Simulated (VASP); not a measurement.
Write the native input for VASP 6.6.1 that does the following.

* Task: single point
* Functional: PBE
* Potentials or basis: VASP PAW PBE potentials, release 64 (Si, C)
* Cutoff: 520 eV
* k mesh: 12 × 12 × 2
* Occupations: gaussian, width 0.02 eV
* Spin: no spin polarisation
* Dipole correction: no
* Further INCAR settings: ALGO = Normal; EDIFF = 1e-06; NBANDS = 36

The structure of SiC lies in POSCAR:

```
SiC
1.0
    1.5318825216     -2.6532887301      0.0000000000
    1.5318825216      2.6532887301      0.0000000000
    0.0000000000      0.0000000000     15.0313607106
Si C
6 6
Direct
    0.1666665373      0.8333334627      0.8577006764
    0.8333334627      0.1666665373      0.3577006764
    0.4999993584      0.5000006416      0.5244891847
    0.5000006416      0.4999993584      0.0244891847
    0.8333334435      0.1666665565      0.6912035311
    0.1666665565      0.8333334435      0.1912035311
    0.5000010958      0.4999989042      0.6498388167
    0.4999989042      0.5000010958      0.1498388167
    0.1666662947      0.8333337053      0.9827008201
    0.8333337053      0.1666662947      0.4827008201
    0.8333327628      0.1666672372      0.8162069709
    0.1666672372      0.8333327628      0.3162069709
```

This cell differs from its parent crystal: volume scaled by 0.97, then relaxed in part.

One way to write it, as run:

INCAR

```
PREC = Accurate
ENCUT = 520
EDIFF = 1E-6
ISMEAR = 0
SIGMA = 0.02
LREAL = F
LASPH = T
NELM = 100
ALGO = Normal
ISIF = 2
LWAVE = F
LCHARG = T
GGA = PE
LELF = T
LVHAR = T
NBANDS = 36
```

KPOINTS

```
Automatic mesh
0
Gamma
  12 12 2
```

Potentials or basis: VASP PAW PBE potentials, release 64 (Si, C).

The run is started by

```sh
$ cat potpaw_PBE.64/Si/POTCAR potpaw_PBE.64/C/POTCAR > POTCAR
$ mpirun -np 1 vasp_std > vasp.out
```

It gave:

| Quantity | Value |
| --- | --- |
| Pressure | 6.8 GPa |
| Largest force | 0.005 eV/Å |
| Band gap on the k mesh | 2.02 eV, indirect (least direct gap 3.12 eV) |

It took 110 s on 1 thread of Intel(R) Xeon(R) Platinum 8488C (Sapphire Rapids), on a shared host, peak memory 0.29 GiB.
